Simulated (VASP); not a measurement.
# Rb (I4/mmm) in VASP: single point with PBE

Aim: the single point of Rb with PBE.

Program: VASP 6.6.1. These are calculated values, not measurements. Logs are shortened: lines on timing, memory, paths and dates and some standing lists are left out, and cuts for length are marked.

## Step 1: The cell of the first run

The structure is tetragonal, space group I4/mmm (No. 139). Conventional cell: a = 5.341 Å, b = 5.341 Å, c = 7.958 Å, α = 90.00°, β = 90.00°, γ = 90.00°.

## Step 2: Single point, PBE (Cs replaced by Rb, lengths x 0.941, strained)

File INCAR:

```
SYSTEM = Rb
PREC = Accurate
ENCUT = 520
EDIFF = 1E-6
ISMEAR = 0
SIGMA = 0.1
LREAL = .FALSE.
LASPH = .TRUE.
NELM = 100
ALGO = Fast
ISIF = 2
LWAVE = .FALSE.
LCHARG = .FALSE.
GGA = PE
NBANDS = 10
```

File KPOINTS:

```
Automatic mesh
0
G
  12 12 12
  0 0 0
```

File POSCAR:

```
Rb
1.0
   -2.6707141430      2.6707141430      3.9790013949
    2.6707141430     -2.6707141430      3.9790013949
    2.6707141430      2.6707141430     -3.9790013949
Rb
1
Direct
    0.0000000000      0.0000000000      0.0000000000
```

Potentials or basis: VASP PAW PBE potentials, release 64 (Rb_sv).

Launch:

```console
$ cat potpaw_PBE.64/Rb_sv/POTCAR > POTCAR
$ mpirun -np 1 vasp_std > vasp.out
```

OUTCAR:

```text
SYSTEM = Rb
   PREC = Accurate
   ENCUT = 520
   EDIFF = 1E-6
   ISMEAR = 0
   LREAL = .FALSE.
   LASPH = .TRUE.
   NELM = 100
   ISIF = 2
   GGA = PE

 ion  position               nearest neighbor table
   1  0.000  0.000  0.000-

  LATTYP: Found a body centered tetragonal cell.
 ALAT       =     5.3414282860
 C/A-ratio  =     1.4898642018

  Lattice vectors:

 A1 = (  -2.6707141430,   2.6707141430,   3.9790013949)
 A2 = (   2.6707141430,  -2.6707141430,   3.9790013949)
 A3 = (   2.6707141430,   2.6707141430,  -3.9790013949)

Analysis of symmetry for initial positions (statically):
=====================================================================
 Subroutine PRICEL returns:
 Original cell was already a primitive cell.

 Routine SETGRP: Setting up the symmetry group for a
 body centered tetragonal supercell.

 Subroutine GETGRP returns: Found 16 space group operations
 (whereof 16 operations were pure point group operations)
 out of a pool of 16 trial point group operations.

The static configuration has the point symmetry D_4h.

Analysis of symmetry for dynamics (positions and initial velocities):
=====================================================================
 Subroutine PRICEL returns:
 Original cell was already a primitive cell.

 Routine SETGRP: Setting up the symmetry group for a
 body centered tetragonal supercell.

 Subroutine GETGRP returns: Found 16 space group operations
 (whereof 16 operations were pure point group operations)
 out of a pool of 16 trial point group operations.

The dynamic configuration has the point symmetry D_4h.

 Subroutine INISYM returns: Found 16 space group operations
 (whereof 16 operations are pure point group operations),
 and found     1 'primitive' translations

----------------------------------------------------------------------------------------

                                     Primitive cell

  volume of cell :     113.5243

  direct lattice vectors                    reciprocal lattice vectors
    -2.670714143  2.670714143  3.979001395     0.000000000  0.187215843  0.125659669
     2.670714143 -2.670714143  3.979001395     0.187215843  0.000000000  0.125659669
     2.670714143  2.670714143 -3.979001395     0.187215843  0.187215843  0.000000000

  length of vectors
     5.486153495  5.486153495  5.486153495     0.225477548  0.225477548  0.264763184

  position of ions in fractional coordinates (direct lattice)
     0.000000000  0.000000000  0.000000000

  ion indices of the primitive-cell ions
[... 74 lines left out ...]
   EDIFF  = 0.1E-05   stopping-criterion for ELM
   LREAL  =      F    real-space projection
   EDIFFG = 0.1E-04   stopping-criterion for IOM
   NSW    =      0    number of steps for IOM
   IBRION =     -1    ionic relax: 0-MD 1-quasi-New 2-CG
   NFREE  =      0    steps in history (QN), initial steepest desc. (CG)
   ISIF   =      2    stress and relaxation
   ISYM   =      2    0-nonsym 1-usesym 2-fastsym
   POTIM  = 0.5000    time-step for ionic-motion
   TEBEG  =    0.0;   TEEND  =   0.0 temperature during run
   PSTRESS=    0.0 pullay stress
   NELECT =       9.0000    total number of electrons
   NUPDOWN=      -1.0000    fix difference up-down
   EMIN   =  10.00;   EMAX   =-10.00  energy-range for DOS
   EFERMI =   0.00;   METHOD = LEGACY
   ISMEAR =     0;   SIGMA  =   0.10  broadening in eV -4-tet -1-fermi 0-gaus
   EFERMI_NEDOS =   21; number of points for ismear=-14 and -15
   IALGO  =     68    algorithm
   IMIX   =      4    mixing-type and parameters
     AMIX     =   0.40;   BMIX     =  1.00
     AMIX_MAG =   1.60;   BMIX_MAG =  1.00
  volume/ion in A,a.u.               =     113.52       766.10
  Fermi-wavevector in a.u.,A,eV,Ry     =   0.703276  1.329000  6.729410  0.494598
  Thomas-Fermi vector in A             =   1.788203
   LORBIT       =      0    0 simple, 1 ext, 2 COOP (PROOUT), +10 PAW based schemes
   GGA     = PE    functional components
   LHFCALC =     F    Hartree Fock is set to
   AEXX    =    0.0000 exact exchange contribution
   IVDW    =     0    specifies the selected vdW correction
   LEPSILON=     F    determine dielectric tensor
   LRPA    =     F    only Hartree local field effects (RPA)
 non-spin polarized calculation
 RMM-DIIS sequential band-by-band and
 Gauss-broadening in eV      SIGMA  =   0.10
  energy-cutoff  :      520.00
  volume of cell :      113.52
 maximum number of plane-waves:      3078
 NGX is ok and might be reduce to    42
   NGX = 21   NGY = 21   NGZ = 21

 number of electron       9.0000000 magnetization

 Free energy of the ion-electron system (eV)
  ---------------------------------------------------
  ext. energy  EPLUGINS =         0.00000000
  ---------------------------------------------------
  free energy    TOTEN  =        -0.90642509 eV

  energy without entropy =       -0.90160222  energy(sigma->0) =       -0.90401366

 E-fermi :  -0.4356     XC(G=0):  -4.9624

 val. band max:       -0.4377888786   @ k =  -0.2500   0.4167   0.0833
 cond. band min:      -0.4276760868   @ k =  -0.0833   0.4167   0.0833
 fundamental gap:      0.0101127918
 Fermi energy:        -0.4355877380

 k-point     1 :       0.0000    0.0000    0.0000
  band No.  band energies     occupation
      1     -29.4646      2.00000
      2     -13.5210      2.00000
      3     -13.5210      2.00000
      4     -13.5209      2.00000
      5      -2.1209      2.00000
      6       2.8628      0.00000
      7       3.0192      0.00000
      8       3.0192      0.00000
      9       3.9094      0.00000
     10       4.2584      0.00000
[... 287 lines left out ...]
 k-point    24 :      -0.4167    0.1667   -0.0000
  band No.  band energies     occupation
      1     -29.4634      2.00000
      2     -13.5550      2.00000
      3     -13.5304      2.00000
      4     -13.5300      2.00000
      5      -0.7661      2.00000
      6       1.0467      0.00000
      7       2.3239      0.00000
      8       2.8852      0.00000
      9       3.5501      0.00000
     10       4.5703      0.00000

 [... further k-points ...]
[... 5 lines left out ...]
  --------------------------------------------------------------------------------------
  -------------------------------------------------------------------------------------
  Total       -0.2754298     -0.2754298     -0.3018252      0.0000000     -0.0000000      0.0000000
  in kB       -3.8871615     -3.8871615     -4.2596815      0.0000000     -0.0000000      0.0000000
  external PRESSURE =      -4.0113348 kB  Pullay stress =       0.0000000 kB

 VOLUME and BASIS-vectors are now :
 -----------------------------------------------------------------------------
  energy-cutoff  :      520.00
  volume of cell :      113.52
      direct lattice vectors                 reciprocal lattice vectors
    -2.670714143  2.670714143  3.979001395     0.000000000  0.187215843  0.125659669
     2.670714143 -2.670714143  3.979001395     0.187215843  0.000000000  0.125659669
     2.670714143  2.670714143 -3.979001395     0.187215843  0.187215843  0.000000000

 POSITION                                       TOTAL-FORCE (eV/Angst)
 -----------------------------------------------------------------------------------
      0.00000      0.00000      0.00000         0.000000     -0.000000     -0.000000
 -----------------------------------------------------------------------------------
    total drift:                               -0.000000      0.000000     -0.000000

  FREE ENERGIE OF THE ION-ELECTRON SYSTEM (eV)
  ---------------------------------------------------
  free  energy   TOTEN  =        -0.9064250939 eV

  energy  without entropy=       -0.9016022231  energy(sigma->0) =       -0.90401366
```

OSZICAR:

```text
N       E                     dE             d eps       ncg     rms          rms(c)
DAV:   1     0.467769133968E+02    0.46777E+02   -0.30796E+03  3260   0.631E+02
DAV:   2     0.237296404112E+01   -0.44404E+02   -0.43521E+02  3632   0.123E+02
DAV:   3    -0.744299794163E+00   -0.31173E+01   -0.31092E+01  4184   0.348E+01
DAV:   4    -0.900721168849E+00   -0.15642E+00   -0.15608E+00  4744   0.654E+00
DAV:   5    -0.903476586966E+00   -0.27554E-02   -0.27551E-02  4382   0.834E-01    0.904E-01
RMM:   6    -0.904850857225E+00   -0.13743E-02   -0.12730E-03  3621   0.245E-01    0.543E-01
RMM:   7    -0.906280551468E+00   -0.14297E-02   -0.31487E-03  3784   0.367E-01    0.515E-02
RMM:   8    -0.906420075882E+00   -0.13952E-03   -0.20946E-04  4316   0.991E-02    0.106E-02
RMM:   9    -0.906423052356E+00   -0.29765E-05   -0.42853E-05  5277   0.334E-02    0.680E-03
RMM:  10    -0.906424382592E+00   -0.13302E-05   -0.11187E-05  5188   0.157E-02    0.378E-03
RMM:  11    -0.906425093912E+00   -0.71132E-06   -0.29480E-06  4404   0.775E-03
   1 F= -.90642509E+00 E0= -.90401366E+00  d E =-.482287E-02
```

Run time: 80 s. Hardware: 1 thread of Intel Xeon 6975P-C (Granite Rapids), shared host; peak memory 0.36 GiB.

Results:

```
Free energy : -0.9064 eV
Pressure    : -0.4 GPa
```

Caveat: the cell differs from its parent crystal (Cs replaced by Rb, lengths x 0.941, strained).
